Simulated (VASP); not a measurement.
# SnO2 (P4_2/mnm) in VASP: a series of runs, part 2 of 2

VASP 6.6.1. Earlier steps stand in the parts before.

### 3 Single point, r2SCAN (uniaxial strain along c: -4.0 %)

POSCAR reads:

```
SnO2
1.0
    4.8075372387      0.0000000000      0.0000000000
    0.0000000000      4.8075372387      0.0000000000
    0.0000000000      0.0000000000      3.0726823253
Sn O
2 4
Direct
    0.5000000000      0.5000000000      0.5000000000
    0.0000000000      0.0000000000      0.0000000000
    0.3051679795      0.3051679795      0.0000000000
    0.8051679795      0.1948320205      0.5000000000
    0.1948320205      0.8051679795      0.5000000000
    0.6948320205      0.6948320205      0.0000000000
```

INCAR.step1 reads:

```
ALGO = Normal
EDIFF = 1E-4
ENCUT = 520
GGA = PE
ISMEAR = 0
LASPH = T
LCHARG = F
LREAL = F
LWAVE = T
NBANDS = 35
NELM = 100
PREC = Accurate
SIGMA = 0.02
```

INCAR.step2 reads:

```
ALGO = Normal
EDIFF = 1E-6
ENCUT = 520
ISIF = 2
ISMEAR = 0
ISTART = 1
LASPH = T
LCHARG = F
LMIXTAU = T
LREAL = F
LWAVE = F
METAGGA = R2SCAN
NBANDS = 35
NELM = 100
PREC = Accurate
SIGMA = 0.02
```

KPOINTS reads:

```
k-points
0
Gamma
  6 6 8
```

Potentials or basis: VASP PAW PBE potentials, release 64 (Sn_d, O).

On the command line:

```sh
> cat potpaw_PBE.64/Sn_d/POTCAR potpaw_PBE.64/O/POTCAR > POTCAR
> cp INCAR.step1 INCAR
> mpirun -np 1 vasp_std > vasp.out
> cp INCAR.step2 INCAR
> mpirun -np 1 vasp_std > vasp.out
```

OUTCAR:

```text
EDIFF = 1E-6
   ENCUT = 520
   ISIF = 2
   ISMEAR = 0
   ISTART = 1
   LASPH = T
   LREAL = F
   METAGGA = R2SCAN
   NELM = 100
   PREC = Accurate

 ion  position               nearest neighbor table
   1  0.500  0.500  0.500-   3 2.03   6 2.03   3 2.03   6 2.03   5 2.07   4 2.07   2 3.73   2 3.73
                             2 3.73   2 3.73   2 3.73   2 3.73   2 3.73   2 3.73
   2  0.000  0.000  0.000-   4 2.03   5 2.03   4 2.03   5 2.03   3 2.07   6 2.07   1 3.73   1 3.73
                             1 3.73   1 3.73   1 3.73   1 3.73   1 3.73   1 3.73
   3  0.305  0.305  0.000-   1 2.03   1 2.03   2 2.07
   4  0.805  0.195  0.500-   2 2.03   2 2.03   1 2.07
   5  0.195  0.805  0.500-   2 2.03   2 2.03   1 2.07
   6  0.695  0.695  0.000-   1 2.03   1 2.03   2 2.07

  LATTYP: Found a simple tetragonal cell.
 ALAT       =     4.8075372387
 C/A-ratio  =     0.6391385387

  Lattice vectors:

 A1 = (   4.8075372387,   0.0000000000,   0.0000000000)
 A2 = (   0.0000000000,   4.8075372387,   0.0000000000)
 A3 = (   0.0000000000,   0.0000000000,   3.0726823253)

Analysis of symmetry for initial positions (statically):
=====================================================================
[... 182 lines left out ...]

 E-fermi :   5.9785     XC(G=0): -12.0706

 val. band max:        5.7786342892   @ k =   0.0000   0.0000   0.0000
 cond. band min:       7.9706322473   @ k =   0.0000   0.0000   0.0000
 fundamental gap:      2.1919979581
 Fermi energy:         5.9785028723

 k-point     1 :       0.0000    0.0000    0.0000
  band No.  band energies     occupation
      1     -16.0485      2.00000
      2     -15.2092      2.00000
      3     -14.6873      2.00000
      4     -14.6873      2.00000
      5     -14.6709      2.00000
      6     -14.5371      2.00000
[... 901 lines left out ...]
     34      19.0607      0.00000
     35      19.5399      0.00000

 [... further k-points ...]
[... 5 lines left out ...]
  --------------------------------------------------------------------------------------
  -------------------------------------------------------------------------------------
  Total        1.4072342      1.4072342      8.2604309      0.0000000      0.0000000      0.0000000
  in kB       31.7478254     31.7478254    186.3589737      0.0000000      0.0000000      0.0000000
  external PRESSURE =      83.2848748 kB  Pullay stress =       0.0000000 kB

 VOLUME and BASIS-vectors are now :
 -----------------------------------------------------------------------------
  energy-cutoff  :      520.00
  volume of cell :       71.02
      direct lattice vectors                 reciprocal lattice vectors
     4.807537239  0.000000000  0.000000000     0.208006709  0.000000000  0.000000000
     0.000000000  4.807537239  0.000000000     0.000000000  0.208006709  0.000000000
     0.000000000  0.000000000  3.072682325     0.000000000  0.000000000  0.325448548

 POSITION                                       TOTAL-FORCE (eV/Angst)
 -----------------------------------------------------------------------------------
      2.40377      2.40377      1.53634        -0.000000      0.000000      0.000000
      0.00000      0.00000      0.00000        -0.000000      0.000000      0.000000
      1.46711      1.46711      0.00000        -0.159780     -0.159780      0.000000
      3.87088      0.93666      1.53634        -0.159780      0.159780     -0.000000
      0.93666      3.87088      1.53634         0.159780     -0.159780      0.000000
      3.34043      3.34043      0.00000         0.159780      0.159780     -0.000000
 -----------------------------------------------------------------------------------
    total drift:                                0.000000      0.000000      0.000000

  FREE ENERGIE OF THE ION-ELECTRON SYSTEM (eV)
  ---------------------------------------------------
  free  energy   TOTEN  =       -84.4690223905 eV

  energy  without entropy=      -84.4690223905  energy(sigma->0) =      -84.46902239
```

OUTCAR.step1:

```text
EDIFF = 1E-4
   ENCUT = 520
   GGA = PE
   ISMEAR = 0
[... 1154 lines left out ...]
      1.46711      1.46711      0.00000        -0.193415     -0.193415      0.000000
      3.87088      0.93666      1.53634        -0.193415      0.193415     -0.000000
      0.93666      3.87088      1.53634         0.193415     -0.193415      0.000000
      3.34043      3.34043      0.00000         0.193415      0.193415     -0.000000
 -----------------------------------------------------------------------------------
    total drift:                                0.000000      0.000000      0.000000

  FREE ENERGIE OF THE ION-ELECTRON SYSTEM (eV)
  ---------------------------------------------------
  free  energy   TOTEN  =       -36.9868029267 eV

  energy  without entropy=      -36.9868029267  energy(sigma->0) =      -36.98680293
```

OSZICAR.step1:

```text
N       E                     dE             d eps       ncg     rms          rms(c)
DAV:   1     0.647421914296E+03    0.64742E+03   -0.25727E+04  3875   0.233E+03
DAV:   2     0.584525888284E+02   -0.58897E+03   -0.55502E+03  3780   0.612E+02
DAV:   3    -0.381769224833E+02   -0.96630E+02   -0.94885E+02  3844   0.209E+02
DAV:   4    -0.431040953148E+02   -0.49272E+01   -0.48918E+01  4409   0.508E+01
DAV:   5    -0.432304235784E+02   -0.12633E+00   -0.12617E+00  4395   0.859E+00    0.163E+01
DAV:   6    -0.368907185931E+02    0.63397E+01   -0.17454E+01  5546   0.637E+01    0.641E+00
DAV:   7    -0.370127693714E+02   -0.12205E+00   -0.20685E+00  4042   0.803E+00    0.327E+00
DAV:   8    -0.369924017398E+02    0.20368E-01   -0.15464E-01  5095   0.433E+00    0.767E-01
DAV:   9    -0.369860739478E+02    0.63278E-02   -0.33686E-02  5745   0.306E+00    0.132E-01
DAV:  10    -0.369866736998E+02   -0.59975E-03   -0.36952E-03  4236   0.438E-01    0.633E-02
DAV:  11    -0.369868027815E+02   -0.12908E-03   -0.19055E-04  3527   0.107E-01    0.125E-02
DAV:  12    -0.369868029267E+02   -0.14524E-06   -0.24776E-05  2280   0.488E-02
   1 F= -.36986803E+02 E0= -.36986803E+02  d E =-.258140E-26
```

It took 7.2 min on 1 thread of Intel Xeon 8259CL, shared host; peak memory 0.24 GiB.

Results:

```yaml
Free_energy: -84.4690 eV
Pressure: 8.3 GPa
Largest_force: 0.226 eV/Å
Band_gap_on_the_k_mesh: 2.19 eV
```

Forces in eV/Å, atoms in the order of the input:
```
Sn   0.000  0.000  0.000
Sn   0.000  0.000  0.000
O   -0.160 -0.160  0.000
O   -0.160  0.160  0.000
O    0.160 -0.160  0.000
O    0.160  0.160  0.000
```

Levels at points of the mesh, in eV from the valence-band top:
```tsv
k point	band 24	band 25	band 26	band 27	band 28	band 29
(0.00, 0.00, 0.00)	-0.87	-0.87	0.00	2.19	7.55	7.55
(0.50, 0.00, 0.00)	-1.04	-0.69	-0.69	5.31	5.31	8.37
(0.50, 0.50, 0.00)	-1.13	-1.05	-1.05	5.89	5.89	8.67
(0.00, 0.00, 0.50)	-1.70	-1.30	-1.30	7.18	7.18	10.51
(0.50, 0.00, 0.50)	-1.19	-0.78	-0.78	7.41	7.41	8.74
(0.50, 0.50, 0.50)	-1.02	-0.95	-0.95	5.66	5.66	9.76
```

Caveat: the cell differs from its parent crystal (uniaxial strain along c: -4.0 %); the stress differs along the axes, from 3 to 19 GPa; the PAW data sets were made with another functional, which shifts forces and pressure a little; spin-orbit coupling is left out, which moves the levels of the heavy elements.

### 4 Single point, r2SCAN (uniaxial strain along c: -6.0 %, then relaxed in part)

POSCAR reads:

```
SnO2
1.0
    4.8633872245      0.0000000000      0.0000000000
    0.0000000000      4.8633872245      0.0000000000
    0.0000000000      0.0000000000      3.0086681101
Sn O
2 4
Direct
    0.5000000000      0.5000000000      0.5000000000
    0.0000000000      0.0000000000      0.0000000000
    0.3033925298      0.3033925298      0.0000000000
    0.8033925298      0.1966074702      0.5000000000
    0.1966074702      0.8033925298      0.5000000000
    0.6966074702      0.6966074702      0.0000000000
```

INCAR.step1 reads:

```
PREC = Accurate
ENCUT = 520
ISMEAR = 0
SIGMA = 0.02
LREAL = F
LASPH = T
NELM = 80
NBANDS = 35
GGA = PE
ALGO = Normal
EDIFF = 1E-4
LWAVE = T
LCHARG = F
```

INCAR.step2 reads:

```
PREC = Accurate
ENCUT = 520
EDIFF = 1E-6
ISMEAR = 0
SIGMA = 0.02
LREAL = F
LASPH = T
NELM = 80
ALGO = Normal
ISIF = 2
LWAVE = F
LCHARG = T
METAGGA = R2SCAN
LMIXTAU = T
LELF = T
LVHAR = T
NBANDS = 35
ISTART = 1
```

KPOINTS reads:

```
regular mesh
0
Gamma
  6 6 8
```

On the command line:

```sh
> cat potpaw_PBE.64/Sn_d/POTCAR potpaw_PBE.64/O/POTCAR > POTCAR
> cp INCAR.step1 INCAR
> mpirun -np 1 vasp_std > vasp.out
> cp INCAR.step2 INCAR
> mpirun -np 1 vasp_std > vasp.out
```

It took 6.7 min on 1 thread of Intel Xeon 8259CL, shared host; peak memory 0.24 GiB.

It converged, with:

```yaml
Free_energy: -84.2938 eV
Pressure: 9.0 GPa
Largest_force: 0.070 eV/Å
Band_gap_on_the_k_mesh: 2.19 eV
```

Forces on the atoms (eV/Å):
```
Sn   0.000  0.000  0.000
Sn   0.000  0.000  0.000
O   -0.050 -0.050  0.000
O   -0.050  0.050  0.000
O    0.050 -0.050  0.000
O    0.050  0.050  0.000
```

Stress tensor (GPa, compression positive):
```
 0.95  0.00  0.00
 0.00  0.95  0.00
 0.00  0.00 25.10
```

Levels at points of the mesh, in eV from the valence-band top:
```
           k point  band 22  band 23  band 24  band 25  band 26  band 27  band 28  band 29  band 30  band 31
(0.00, 0.00, 0.00)    -0.97    -0.97    -0.92    -0.92     0.00     2.19     7.74     7.74     7.91    10.85
(0.50, 0.00, 0.00)    -2.13    -0.95    -0.95    -0.71    -0.71     5.27     5.27     8.66     8.66    11.62
(0.50, 0.50, 0.00)    -2.01    -1.11    -1.11    -1.03    -1.03     5.96     5.96     8.86     8.86    11.48
(0.00, 0.00, 0.50)    -2.69    -1.67    -1.67    -1.29    -1.29     7.11     7.11    10.27    10.27    11.84
(0.50, 0.00, 0.50)    -1.76    -1.20    -1.20    -0.84    -0.84     7.31     7.31     8.45     8.45    12.72
(0.50, 0.50, 0.50)    -2.63    -1.02    -1.02    -0.98    -0.98     5.46     5.46     9.80     9.80    12.01
```

Caveat: the cell differs from its parent crystal (uniaxial strain along c: -6.0 %, then relaxed in part); the stress differs along the axes, from 1 to 25 GPa; the PAW data sets were made with another functional, which shifts forces and pressure a little; spin-orbit coupling is left out, which moves the levels of the heavy elements.

### 5 Overview

```tsv
cell	gap on the mesh (eV)	pressure (GPa)	largest force (eV/Å)
a = 4.831, b = 4.831, c = 3.009 Å, 6 atoms, atomic positions A	2.37	12.5	0.30
a = 4.808, b = 4.808, c = 3.073 Å, 6 atoms, atomic positions B	2.19	8.3	0.23
a = 4.863, b = 4.863, c = 3.009 Å, 6 atoms, atomic positions C	2.19	9.0	0.07
```

Alike in all rows: task single point; level r2SCAN; potentials or basis VASP PAW PBE potentials, release 64 (Sn_d, O); no spin polarisation; k mesh 6 × 6 × 8; cutoff (eV) 520; smearing gaussian 0.02 eV.

Caveats: the PAW data sets were made with another functional, which shifts forces and pressure a little; spin-orbit coupling is left out, which moves the levels of the heavy elements; the stress differs along the axes, from 4 to 29 GPa (at least some runs); the stress differs along the axes, from 3 to 19 GPa (at least some runs); the stress differs along the axes, from 1 to 25 GPa (at least some runs).

Total energies depend on the potentials used, so only differences within one code and one set of settings carry meaning.
